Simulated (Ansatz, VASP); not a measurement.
# MgO in VASP and in Ansatz

INCAR

```
SYSTEM = MgO
  PREC = Accurate
  ENCUT = 600
  EDIFF = 1E-6
  ISMEAR = 0
  SIGMA = 0.01
  LREAL = .False.
  LASPH = .True.
  NELM = 200
  ALGO = Normal
  ISIF = 2
  LWAVE = .False.
  LCHARG = .False.
  MAGMOM = 0 0 0 0 0 0
  LORBIT = 11
  LSORBIT = .True.
  GGA_COMPAT = .False.
  LORBMOM = .True.
  GGA = PS
  NBANDS = 20
```

The input KPOINTS:

```
Automatic mesh
0
Gamma
  8 8 8
  0 0 0
```

Contents of POSCAR:

```
MgO
1.0
    0.0000000000      2.1060000000      2.1060000000
    2.1060000000      0.0000000000      2.1060000000
    2.1060000000      2.1060000000      0.0000000000
Mg O
1 1
Direct
    0.0000000000      0.0000000000      0.0000000000
    0.5000000000      0.5000000000      0.5000000000
```

Input for Ansatz:

```yaml
crystal:
  lattice:
    - [0.0, 2.106, 2.106]
    - [2.106, 0.0, 2.106]
    - [2.106, 2.106, 0.0]
  atoms:
    - { symbol: Mg, position: [0.0, 0.0, 0.0] }
    - { symbol: O, position: [0.5, 0.5, 0.5] }
basis:
  ecutwfc: 420
kpoints:
  mp_grid: { grid: [8, 8, 8] }
  band_path:
    path:
      - [0.0, 0.0, 0.0]
      - [0.0, 0.0, 0.0]
      - [0.0, 0.0, 0.0]
      - [0.0, 0.0, 0.0]
      - [0.0, 0.0, 0.0]
      - [0.0, 0.0, 0.0]
      - [0.0, 0.0, 0.0]
      - [0.0, 0.0, 0.0]
      - [0.0, 0.0, 0.0]
      - [0.0, 0.0, 0.0]
      - [0.0, 0.0, 0.0]
      - [0.0, 0.0, 0.0]
      - [0.0, 0.0, 0.0]
      - [0.0, 0.0, 0.0]
      - [0.0, 0.0, 0.0]
      - [0.0, 0.0, 0.0]
      - [0.0, 0.0, 0.0]
      - [0.0, 0.0, 0.0]
      - [0.0, 0.0, 0.0]
      - [0.0, 0.0, 0.0]
      - [0.0, 0.0, 0.0]
      - [0.0, 0.0, 0.0]
      - [0.0, 0.0, 0.0]
      - [0.0, 0.0, 0.0]
      - [0.0, 0.0, 0.0]
      - [0.0, 0.0, 0.0]
      - [0.3, 0.3, 0.0]
      - [0.3166666667, 0.3166666667, 0.0]
      - [0.3333333333, 0.3333333333, 0.0]
      - [0.35, 0.35, 0.0]
      - [0.3666666667, 0.3666666667, 0.0]
      - [0.3833333333, 0.3833333333, 0.0]
      - [0.4, 0.4, 0.0]
      - [0.4166666667, 0.4166666667, 0.0]
      - [0.4333333333, 0.4333333333, 0.0]
      - [0.45, 0.45, 0.0]
      - [0.4666666667, 0.4666666667, 0.0]
      - [0.4833333333, 0.4833333333, 0.0]
      - [0.5, 0.5, 0.0]
      - [0.5, 0.5, 0.5]
      - [0.5, 0.5, 0.5]
      - [0.5, 0.5, 0.5]
      - [0.5, 0.5, 0.5]
      - [0.5, 0.5, 0.5]
      - [0.5, 0.5, 0.5]
      - [0.5, 0.5, 0.5]
      - [0.5, 0.5, 0.5]
      - [0.5, 0.5, 0.5]
      - [0.5, 0.5, 0.5]
      - [0.5, 0.5, 0.5]
      - [0.5, 0.5, 0.5]
      - [0.5, 0.5, 0.5]
      - [0.5, 0.5, 0.5]
      - [0.5, 0.5, 0.5]
      - [0.5, 0.5, 0.5]
      - [0.5, 0.5, 0.5]
      - [0.5, 0.5, 0.5]
      - [0.5, 0.5, 0.5]
      - [0.5, 0.5, 0.5]
      - [0.5, 0.5, 0.5]
      - [0.5, 0.5, 0.5]
      - [0.5, 0.5, 0.5]
      - [0.5, 0.5, 0.5]
      - [0.5, 0.5, 0.5]
      - [0.5, 0.5, 0.5]
    npoints: 1
hamiltonian:
  xc: pbesol
  pseudopotentials: { kind: paw_fr, azcp: { folder: soft_1 } }
scf:
  occupations: { method: fixed }
  n_extra_bands: 10
output:
  eigenvalues: true
magnetization:
  noncollinear: true
  spin_orbit: true
```

Alike in both runs: task single point; functional PBEsol; k mesh 8 × 8 × 8; non-collinear spin, spin-orbit coupling.

|  | VASP | Ansatz |
| --- | --- | --- |
| version | VASP 6.6.1 | Ansatz 0.2.0 |
| potentials or method | VASP PAW PBE potentials, release 64 (Mg, O), cutoff 600 eV | plane waves, PAW |
| occupations | gaussian, width 0.01 eV | fixed |
| valence electrons in the cell | 8 | 16 |

```tsv
	VASP	Ansatz	Ansatz less VASP
net moment per atom (μB)	0.00	0.00	0.000
```

VASP's potentials were made for PBE, not for PBEsol, and Ansatz warns of the same on its side. VASP's potentials hold 8 valence electrons a cell and Ansatz's 16, so a difference there can come from the potentials and not from the codes.
